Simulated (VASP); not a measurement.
# W (Fd-3m) in VASP: notebook, part 2 of 2

VASP 6.6.1.

### Step 4. Relaxation of cell and atoms, PBE, target pressure 49 GPa, at which the enthalpy is minimised

This run uses another cell than the first one, of 17.09 Å³/atom, 0.888 times its volume.

INCAR reads:

```
PREC = Accurate
ENCUT = 600
EDIFF = 1E-7
ISMEAR = -1
SIGMA = 0.08
LREAL = F
LASPH = T
NELM = 80
ALGO = Normal
ISIF = 3
LWAVE = F
LCHARG = F
GGA = PE
IBRION = 2
NSW = 60
EDIFFG = -0.005
PSTRESS = 490.0
```

KPOINTS reads:

```
regular mesh
0
Gamma
  13 13 13
```

POSCAR reads:

```
W
1.0
    0.0000000000      2.5755904754      2.5755904754
    2.5755904754      0.0000000000      2.5755904754
    2.5755904754      2.5755904754      0.0000000000
W
2
Direct
   -0.1250000000     -0.1250000000     -0.1250000000
    0.1250000000      0.1250000000      0.1250000000
```

Potentials or basis: VASP PAW PBE potentials, release 64 (W_sv).

The run is started by

```console
$ cat potpaw_PBE.64/W_sv/POTCAR > POTCAR
$ mpirun -np 1 vasp_std > vasp.out
```

OUTCAR:

```text
PREC = Accurate
   ENCUT = 600
   EDIFF = 1E-7
   ISMEAR = -1
   LREAL = F
   LASPH = T
   NELM = 80
   ISIF = 3
   GGA = PE
   IBRION = 2
   NSW = 60
   EDIFFG = -0.005
   PSTRESS = 490.0

 ion  position               nearest neighbor table
   1  0.875  0.875  0.875-   2 2.23   2 2.23   2 2.23   2 2.23
   2  0.125  0.125  0.125-   1 2.23   1 2.23   1 2.23   1 2.23

  LATTYP: Found a face centered cubic cell.
 ALAT       =     5.1511809508

  Lattice vectors:

 A1 = (   0.0000000000,   2.5755904754,   2.5755904754)
 A2 = (   2.5755904754,   0.0000000000,   2.5755904754)
 A3 = (   2.5755904754,   2.5755904754,   0.0000000000)

Analysis of symmetry for initial positions (statically):
=====================================================================
 Subroutine PRICEL returns:
 Original cell was already a primitive cell.

 Routine SETGRP: Setting up the symmetry group for a
 face centered cubic supercell.

 Subroutine GETGRP returns: Found 48 space group operations
 (whereof 12 operations were pure point group operations)
 out of a pool of 48 trial point group operations.

The static configuration has the point symmetry D_3d.
 The point group associated with its full space group is O_h .
[... 162 lines left out ...]

  energy without entropy =      -17.18029189  energy(sigma->0) =      -17.19581921

------------------------ aborting loop because EDIFF is reached ----------------------------------------

  FORCE on cell =-STRESS in cart. coord.  units (eV):
  Direction    XX          YY          ZZ          XY          YZ          ZX
  --------------------------------------------------------------------------------------
  -------------------------------------------------------------------------------------
  Total       20.5385360     20.5385360     20.5385360     -0.0000000      0.0000000     -0.0000000
  in kB      962.9852609    962.9852609    962.9852609     -0.0000000      0.0000000     -0.0000000
  external PRESSURE =     472.9852609 kB  Pullay stress =     490.0000000 kB
[... 25 lines left out ...]
--------------------------------------- Ionic step        2  -------------------------------------------

 number of electron      27.9999996 magnetization

 E-fermi :   2.9022     XC(G=0):  -9.4537

 val. band max:        2.8979697083   @ k =   0.3846   0.2308   0.0769
 cond. band min:       2.9094543346   @ k =  -0.3077   0.0769   0.0000
 fundamental gap:      0.0114846263
 Fermi energy:         2.9022470894

 k-point     1 :       0.0000    0.0000    0.0000
  band No.  band energies     occupation
      1     -70.6412      2.00000
      2     -70.5430      2.00000
      3     -34.9336      2.00000
      4     -34.9336      2.00000
      5     -34.9336      2.00000
      6     -34.5370      2.00000
[... 608 lines left out ...]
--------------------------------------- Ionic step        5  -------------------------------------------

 number of electron      28.0000006 magnetization

 Free energy of the ion-electron system (eV)
  ---------------------------------------------------
  ext. energy  EPLUGINS =         0.00000000
  ---------------------------------------------------
  free energy    TOTEN  =       -19.26098941 eV

  energy without entropy =      -19.22027237  energy(sigma->0) =      -19.24063089

 E-fermi :   7.9162     XC(G=0): -12.0106

 val. band max:        7.8899623414   @ k =   0.3077   0.2308   0.0769
 cond. band min:       7.9214542179   @ k =  -0.3077   0.4615   0.1538
 fundamental gap:      0.0314918765
 Fermi energy:         7.9161769858

 k-point     1 :       0.0000    0.0000    0.0000
  band No.  band energies     occupation
      1     -65.3044      2.00000
      2     -64.5286      2.00000
      3     -30.2483      2.00000
      4     -30.2483      2.00000
      5     -30.2483      2.00000
      6     -28.5466      2.00000
[... 528 lines left out ...]
  energy  without entropy=      -19.2202723658  energy(sigma->0) =      -19.24063089

  enthalpy is  TOTEN    =        -7.3853808007 eV   P V=       11.8756086105

 reached required accuracy - stopping structural energy minimisation
```

OSZICAR:

```text
N       E                     dE             d eps       ncg     rms          rms(c)
DAV:   1     0.327520932482E+03    0.32752E+03   -0.19421E+04  3024   0.201E+03
DAV:   2    -0.648084976834E+01   -0.33400E+03   -0.32889E+03  3324   0.550E+02
DAV:   3    -0.172804422483E+02   -0.10800E+02   -0.10344E+02  3578   0.942E+01
[... 50 lines left out ...]
DAV:   2    -0.192614948523E+02    0.41671E-02   -0.10067E-02  3310   0.956E-01    0.191E-01
DAV:   3    -0.192609771316E+02    0.51772E-03   -0.19547E-03  3592   0.418E-01    0.146E-01
DAV:   4    -0.192609969305E+02   -0.19799E-04   -0.17119E-04  3076   0.100E-01    0.198E-02
DAV:   5    -0.192609917666E+02    0.51638E-05   -0.73272E-05  3674   0.751E-02    0.286E-02
DAV:   6    -0.192609894083E+02    0.23583E-05   -0.82762E-06  3652   0.302E-02    0.187E-03
DAV:   7    -0.192609894111E+02   -0.27703E-08   -0.88084E-08  1940   0.321E-03
   5 F= -.73853808E+01 E0= -.73650223E+01  d E =-.624747E+00
```

CONTCAR:

```text
W
   1.00000000000000
    -0.0000000000000000    2.6876958921826830    2.6876958921826830
     2.6876958921826830   -0.0000000000000000    2.6876958921826830
     2.6876958921826830    2.6876958921826830    0.0000000000000000
  W
     2
Direct
     0.8750000000000000    0.8750000000000000    0.8750000000000000
     0.1250000000000000    0.1250000000000000    0.1250000000000000

  0.00000000E+00  0.00000000E+00  0.00000000E+00
  0.00000000E+00  0.00000000E+00  0.00000000E+00
```

Wall time 2.1 min (1 thread of Intel Xeon 6975P-C (Granite Rapids), shared host); peak memory 0.21 GiB.

Results:

* Free energy: -19.2610 eV
* Relaxed volume: 19.42 Å³/atom
* Relaxed cell: a = 3.801 Å, b = 3.801 Å, c = 3.801 Å, α = 60.00°, β = 60.00°, γ = 60.00°
* Space group after relaxing (to 0.05 Å): Fd-3m (No. 227)
* Energy change on relaxing (the enthalpy is what falls): -1024.8 meV/atom
* Ionic steps: 5
* Pressure after relaxing: 49.0 GPa
* Band gap on the k mesh: zero (band 14 reaches 8.42 eV, above the bottom of band 15 at 7.53 eV)

The path:
```tsv
step	energy change (eV)	largest force (eV/Å)	pressure (GPa)	volume (Å³)
1	0.0000	0.0000	96.30	34.17
2	-2.1931	0.0000	-19.40	65.68
3	-2.4384	0.0000	38.99	40.25
4	-2.0962	0.0000	47.84	38.98
5	-2.0496	0.0000	49.00	38.83
```

Final structure:
```xyz
2
Lattice="0.0000 2.6877 2.6877 2.6877 0.0000 2.6877 2.6877 2.6877 0.0000" Properties=species:S:1:pos:R:3 pbc="T T T"
W     4.7035    4.7035    4.7035
W     0.6719    0.6719    0.6719
```

Levels at points of the mesh, in eV from the Fermi level:
| k point | band 10 | band 11 | band 12 | band 13 | band 14 | band 15 | band 16 | band 17 | band 18 |
| --- | --- | --- | --- | --- | --- | --- | --- | --- | --- |
| (0.00, 0.00, 0.00) | -2.96 | -2.96 | -1.45 | -1.45 | -1.45 | 1.83 | 1.83 | 1.83 | 6.86 |

Caveat: the cell is relaxed towards a set pressure, so the enthalpy falls and the energy may rise; spin-orbit coupling is left out, which moves the levels of the heavy elements.

### Step 5. Relaxation of cell and atoms, PBE, target pressure 49 GPa, at which the enthalpy is minimised

INCAR reads:

```
SYSTEM = W
  PREC = Accurate
  ENCUT = 600
  EDIFF = 1E-6
  ISMEAR = -1
  SIGMA = 0.08
  LREAL = .FALSE.
  LASPH = .TRUE.
  NELM = 80
  ALGO = Normal
  ISIF = 3
  LWAVE = .FALSE.
  LCHARG = .FALSE.
  GGA = PE
  IBRION = 2
  NSW = 32
  EDIFFG = -0.005
  PSTRESS = 490.0
```

KPOINTS reads:

```
Automatic mesh
0
G
  13 13 13
  0 0 0
```

POSCAR reads:

```
W
1.0
    0.0000000000      2.6798876929      2.6798876929
    2.6798876929      0.0000000000      2.6798876929
    2.6798876929      2.6798876929      0.0000000000
W
2
Direct
   -0.1250000000     -0.1250000000     -0.1250000000
    0.1250000000      0.1250000000      0.1250000000
```

The run is started by

```console
$ cat potpaw_PBE.64/W_sv/POTCAR > POTCAR
$ mpirun -np 1 vasp_std > vasp.out
```

It took 60 s on 1 thread of Intel Xeon 6975P-C (Granite Rapids), shared host; peak memory 0.21 GiB.

Results (log left out):

- Free energy: -19.2651 eV
- Relaxed volume: 19.42 Å³/atom
- Relaxed cell: a = 3.801 Å, b = 3.801 Å, c = 3.801 Å, α = 60.00°, β = 60.00°, γ = 60.00°
- Space group after relaxing (to 0.05 Å): Fd-3m (No. 227)
- Energy change on relaxing (the enthalpy is what falls): -54.4 meV/atom
- Ionic steps: 3
- Pressure after relaxing: 49.0 GPa
- Band gap on the k mesh: zero (band 14 reaches 8.42 eV, above the bottom of band 15 at 7.53 eV)

The path:
| step | energy change (eV) | largest force (eV/Å) | pressure (GPa) | volume (Å³) |
| --- | --- | --- | --- | --- |
| 1 | 0.0000 | 0.0000 | 51.63 | 38.49 |
| 2 | -0.5028 | 0.0000 | 38.79 | 40.28 |
| 3 | -0.1088 | 0.0000 | 48.98 | 38.84 |

Final structure:
```cif
data_structure
_symmetry_space_group_name_H-M 'P 1'
_symmetry_Int_Tables_number 1
_cell_length_a 3.8013
_cell_length_b 3.8013
_cell_length_c 3.8013
_cell_angle_alpha 60.000
_cell_angle_beta 60.000
_cell_angle_gamma 60.000
_cell_volume 38.84
loop_
_atom_site_label
_atom_site_type_symbol
_atom_site_fract_x
_atom_site_fract_y
_atom_site_fract_z
_atom_site_occupancy
W1 W 0.87500 0.87500 0.87500 1
W2 W 0.12500 0.12500 0.12500 1
```

Levels at points of the mesh, in eV from the Fermi level:
```csv
k point,band 11,band 12,band 13,band 14,band 15,band 16,band 17,band 18
"(0.00, 0.00, 0.00)",-2.96,-1.45,-1.45,-1.45,1.83,1.83,1.83,6.85
```

Caveat: the cell is relaxed towards a set pressure, so the enthalpy falls and the energy may rise; spin-orbit coupling is left out, which moves the levels of the heavy elements.

### Step 6. Summary

| task | cell | cutoff (eV) | gap on the mesh (eV) | pressure (GPa) |
| --- | --- | --- | --- | --- |
| single point | a = 3.789 Å, angles 60.0°, 2 atoms | 520 | none | 51.8 |
| single point | a = 3.790 Å, angles 60.0°, 2 atoms | 520 | none | 51.6 |
| relaxation of cell and atoms | relaxed to 49 GPa from a = 3.642 Å, angles 60.0°, 2 atoms | 600 | none | 49.0 |
| relaxation of cell and atoms | relaxed to 49 GPa from a = 3.790 Å, angles 60.0°, 2 atoms | 600 | none | 49.0 |

Alike in all rows: level PBE; potentials or basis VASP PAW PBE potentials, release 64 (W_sv); no spin polarisation; k mesh 13 × 13 × 13; smearing fermi-dirac 0.08 eV.

Caveats: spin-orbit coupling is left out, which moves the levels of the heavy elements; the cell is relaxed towards a set pressure, so the enthalpy falls and the energy may rise (some runs).

Total energies depend on the potentials used, so only differences within one code and one set of settings carry meaning.
